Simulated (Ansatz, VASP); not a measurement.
One calculation of CoSi2, two programs

```
Co Si
1.0
     0.00000    2.67994    2.67994
     2.67994    0.00000    2.67994
     2.67994    2.67994    0.00000
Co Si
1 2
Direct
  0.00000 0.00000 0.00000
  0.22576 0.22576 0.22576
  0.77424 0.77424 0.77424
```

Change from the starting cell: mode 4 (324.9 1/cm) frozen in, largest displacement +0.225 Å.

Alike in both runs: task single point; functional PBE; k mesh 16 × 16 × 16; occupations gaussian, width 0.15 eV; no spin polarisation.

|  | VASP | Ansatz |
| --- | --- | --- |
| version | VASP 6.6.1 | Ansatz 0.2.0 |
| potentials or method | VASP PAW PBE potentials, release 64 (Co, Si), cutoff 520 eV | scalar-relativistic, plane waves, PAW |
| valence electrons in the cell | 17 | 25 |

|  | VASP | Ansatz | Ansatz less VASP |
| --- | --- | --- | --- |
| gap on the k mesh at the Fermi level (eV) | none | none | - |
| pressure (GPa) | 8.8 | 8.9 | +0.13 |
| traceless stress, the component that is largest in VASP (GPa) | 12.99 | 12.96 | -0.028 |
| rms of the force components (eV/Å) | 1.537 | 1.538 | +0.0012 |

Atom by atom the forces differ by 0.001 eV/Å (rms over components). A gap of «none» marks a metal or a gap that the smearing closes. With one functional, cell and mesh, what is left measures potentials, basis and numerics. VASP's potentials hold 17 valence electrons a cell and Ansatz's 25, so a difference there can come from the potentials and not from the codes.
